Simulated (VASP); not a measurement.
Set up this calculation in VASP 6.6.1, as the native input.

- Task: single point
- Functional: PBE
- Dispersion: D3(BJ)
- Potentials or basis: VASP PAW PBE potentials, release 64 (Si, C)
- Cutoff: 520 eV
- k mesh: 2 × 2 × 2, shifted
- Occupations: gaussian, width 0.02 eV
- Spin: no spin polarisation
- Dipole correction: no
- Further INCAR settings: LREAL = Auto; ALGO = Normal; EDIFF = 1e-06; NBANDS = 83

The structure of SiC30 (a cell with a defect) lies in POSCAR:

```
SiC30
1.0
    5.6709571555      0.0000000000     -3.4026574436
   -2.8677434780     -4.9298468454     -3.3594911955
   -2.8677434780      4.9298468454     -3.3594911955
Si C
1 30
Direct
    0.3737694456      0.1276872655      0.4986279980
    0.6516180771      0.7912968210      0.5249262742
    0.9081540773      0.5357977318      0.5330631641
    0.4502978655      0.3094579367      0.3090171522
    0.1359211819      0.2610599274      0.5274105953
    0.6669032174      0.0367455494      0.2774546499
    0.9122334204      0.7844456400      0.2845832554
    0.4232353190      0.5511998036      0.0482434080
    0.1678421945      0.5350502817      0.2929222730
    0.6697254102      0.3003087411      0.0375977400
    0.9149748777      0.0430448702      0.0399257064
    0.4233501626      0.8147388837      0.8000968466
    0.1702725499      0.7952624031      0.0479006462
    0.6627019240      0.5527876903      0.7877353542
    0.9084859810      0.2961765710      0.7905032867
    0.1654924716      0.0498075536      0.8048869946
    0.5633773996      0.9460687488      0.4222011559
    0.8240468591      0.7041674613      0.4491035538
    0.0721153176      0.4405507711      0.4489346015
    0.5949401603      0.2187318585      0.2054801284
    0.8347542673      0.9551292701      0.2026300311
    0.0845467660      0.7025555174      0.2095874646
    0.5877654612      0.4709536467      0.9600783753
    0.3475061953      0.4641625340      0.2207612606
    0.8323797854      0.2123596384      0.9573328831
    0.0817537376      0.9591639843      0.9637775150
    0.5793574028      0.7202779965      0.7044407905
    0.3392077108      0.7195004295      0.9640700962
    0.8243471915      0.4600658477      0.7020062238
    0.0673850360      0.2055510088      0.7067972092
    0.3449099661      0.9942650833      0.7362745128
```

These files were run (other wordings do the same):

INCAR

```
PREC = Accurate
ENCUT = 520
EDIFF = 1E-6
ISMEAR = 0
SIGMA = 0.02
LREAL = Auto
LASPH = T
NELM = 80
ALGO = Normal
ISIF = 2
LWAVE = F
LCHARG = F
GGA = PE
IVDW = 12
NBANDS = 83
```

KPOINTS

```
Automatic mesh
0
Gamma
  2 2 2
  0.5 0.5 0.5
```

Potentials or basis: VASP PAW PBE potentials, release 64 (Si, C).

Launch:

```console
$ cat potpaw_PBE.64/Si/POTCAR potpaw_PBE.64/C/POTCAR > POTCAR
$ mpirun -np 1 vasp_std > vasp.out
```

Results of the run:

```json
{"Pressure": "1.1 GPa", "Largest force": "0.051 eV/Å", "Band gap on the k mesh": "0.52 eV", "Dispersion energy per atom": "-0.160 eV"}
```

Run time: 89 s on 1 thread of AMD EPYC 9R45 96-Core Processor (Zen 5) (shared host), peak memory 0.32 GiB.
